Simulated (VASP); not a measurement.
# Cd: relaxation of cell and atoms with LDA

The system is Cd.

```
CELL_PARAMETERS angstrom
0.00000 2.80577 2.80577
2.80577 0.00000 2.80577
2.80577 2.80577 0.00000
ATOMIC_POSITIONS crystal
Cd 0.87500 0.87500 0.87500
Cd 0.12500 0.12500 0.12500
```

This isn't the form of Cd at room conditions, which is hcp.

| Item | Value |
| --- | --- |
| Program | VASP 6.6.1 |
| Task | relaxation of cell and atoms |
| Functional | LDA |
| Potentials or basis | VASP PAW LDA potentials, release 64 (Cd) |
| Cutoff | 600 eV |
| k mesh | 12 × 12 × 12 |
| Occupations | fermi-dirac, width 0.08 eV |
| Spin | no spin polarisation |
| Target pressure | 7.5 GPa |
| Dipole correction | no |
| Further INCAR settings | ALGO = Normal; EDIFF = 1e-07; IBRION = 2; EDIFFG = -0.005; NSW = 60; ISIF = 3 |

The relaxed volume is 27.06 Å³/atom, the relaxed cell is a = 4.246 Å, b = 4.246 Å, c = 4.246 Å, α = 60.00°, β = 60.00°, γ = 60.00° and the space group after relaxing (to 0.1 Å) is Fd-3m (No. 227). The energy change on relaxing (the run minimises the enthalpy) is -507.3 meV/atom. The ionic steps are 18. The pressure after relaxing is 7.5 GPa. The band gap on the k mesh is zero (bands 12 and 13 overlap by 6.64 eV).

The path:
```csv
step,energy change (eV),largest force (eV/Å),pressure (GPa),volume (Å³)
1,0.0000,0.0000,29.14,44.18
2,-1.1931,0.0000,-1.08,66.12
3,-1.0248,0.0000,7.20,54.34
4,-1.0149,0.0000,7.45,54.13
5,-1.0048,0.0000,7.71,53.91
6,-1.0050,0.0000,7.71,53.92
7,-1.0054,0.0000,7.70,53.93
8,-1.0054,0.0000,7.70,53.93
9,-1.0054,0.0000,7.70,53.93
10,-1.0054,0.0000,7.70,53.93
11,-1.0055,0.0000,7.70,53.93
12,-1.0056,0.0000,7.69,53.93
13,-1.0057,0.0000,7.69,53.93
14,-1.0060,0.0000,7.69,53.94
15,-1.0066,0.0000,7.67,53.95
16,-1.0077,0.0000,7.64,53.97
17,-1.0100,0.0000,7.59,54.02
18,-1.0146,0.0000,7.48,54.12
```

Final structure:
```cif
data_structure
_symmetry_space_group_name_H-M 'P 1'
_symmetry_Int_Tables_number 1
_cell_length_a 4.2458
_cell_length_b 4.2458
_cell_length_c 4.2458
_cell_angle_alpha 60.000
_cell_angle_beta 60.000
_cell_angle_gamma 60.000
_cell_volume 54.12
loop_
_atom_site_label
_atom_site_type_symbol
_atom_site_fract_x
_atom_site_fract_y
_atom_site_fract_z
_atom_site_occupancy
Cd1 Cd 0.87500 0.87500 0.87500 1
Cd2 Cd 0.12500 0.12500 0.12500 1
```

Levels at points of the mesh, in eV from the Fermi level:
```csv
k point,band 9,band 10,band 11,band 12,band 13,band 14,band 15,band 16
"(0.00, 0.00, 0.00)",-8.12,-8.12,-7.74,5.84,5.84,5.84,6.88,6.88
"(0.50, 0.00, 0.00)",-8.11,-8.11,-4.55,-3.19,3.56,3.56,6.48,7.65
"(0.50, 0.50, 0.00)",-8.02,-8.02,-3.04,-3.04,1.01,1.01,4.65,4.65
```

Wall time 10 min on 1 thread of Oxide Virtual Turin-like Processor, with other jobs on the host, peak memory 0.16 GiB.

Caveat: the cell is relaxed towards a set pressure, so the run minimises the enthalpy, not the energy; the volume moved by over 15 % at a fixed basis, so the end points are rough.
